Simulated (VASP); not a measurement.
Crystal: Cs3Li2.

```
CELL_PARAMETERS angstrom
5.70780 0.00000 0.00000
0.00000 5.70780 0.00000
0.00000 0.00000 5.70780
ATOMIC_POSITIONS crystal
Cs 0.00000 0.50000 0.50000
Cs 0.50000 0.00000 0.50000
Cs 0.50000 0.50000 0.00000
Li 0.50000 0.50000 0.50000
Li 0.00000 0.00000 0.00000
```

```yaml
Program: VASP 6.6.1
Task: relaxation of cell and atoms
Functional: PBE
Potentials_or_basis: VASP PAW PBE potentials, release 64 (Cs_sv, Li_sv)
Cutoff: 600 eV
k_mesh: 4 × 4 × 4
Occupations: gaussian, width 0.1 eV
Spin: no spin polarisation
```

At the start: pressure 7.1 GPa; volume 37.19 Å³/atom.

Task: How do energy, volume and symmetry change on relaxing?

Result: Over 5 steps the energy falls by 502.9 meV/atom and the volume is 70.63 Å³/atom (+89.9 %); space group Pm-3m (No. 221, to 0.05 Å).

The path:
| step | energy change (eV) | largest force (eV/Å) | pressure (GPa) | volume (Å³) |
| --- | --- | --- | --- | --- |
| 1 | 0.0000 | 0.0000 | 7.11 | 185.95 |
| 2 | -1.4951 | 0.0000 | 3.35 | 234.02 |
| 3 | -2.4060 | 0.0000 | 0.57 | 317.46 |
| 4 | -2.5124 | 0.0000 | 0.10 | 345.66 |
| 5 | -2.5143 | 0.0000 | -0.02 | 353.14 |

Final structure:
```
Cs Li
1.0
     7.06832    0.00000    0.00000
     0.00000    7.06832    0.00000
     0.00000    0.00000    7.06832
Cs Li
3 2
Cartesian
  0.0000 3.5342 3.5342
  3.5342 0.0000 3.5342
  3.5342 3.5342 0.0000
  3.5342 3.5342 3.5342
  0.0000 0.0000 0.0000
```

Caveat: the cutoff is under 1.25 times the usual one of these potentials, so pressure, stress and relaxed cells hold a basis-set (Pulay) error; the volume moved by over 15 % at a fixed basis, so the end points are rough.
